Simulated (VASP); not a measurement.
A run of VASP 6.6.1 is set up as follows.

Contents of INCAR:

```
ALGO = Normal
EDIFF = 1E-6
ENCUT = 520
GGA = PE
ISIF = 2
ISMEAR = 0
IVDW = 12
LASPH = True
LCHARG = False
LREAL = False
LWAVE = False
NBANDS = 11
NELM = 80
PREC = Accurate
SIGMA = 0.01
```

KPOINTS

```
k-points
0
Gamma
  12 12 12
```

File POSCAR:

```
C
1.0
    1.2325275279      0.7116001000      3.3493823342
   -1.2325275279      0.7116001000      3.3493823342
    0.0000000000     -1.4232002000      3.3493823342
C
2
Direct
    0.1665844938      0.1665844938      0.1665844938
    0.8334155062      0.8334155062      0.8334155062
```

Potentials or basis: VASP PAW PBE potentials, release 64 (C).

The run is started by

```console
$ cat potpaw_PBE.64/C/POTCAR > POTCAR
$ mpirun -np 1 vasp_std > vasp.out
```

What does it give for the pressure?

0.4 GPa.

What does it give for the dispersion energy per atom?

-0.157 eV.

What does it give for the band gap on the k mesh?

0.66 eV, direct.

Stress tensor (GPa, compression positive):
```
 0.71  0.00  0.00
 0.00  0.71  0.00
 0.00  0.00 -0.09
```

A k mesh can miss the band edges. PBE gaps usually lie below the measured ones, often by a third to a half.
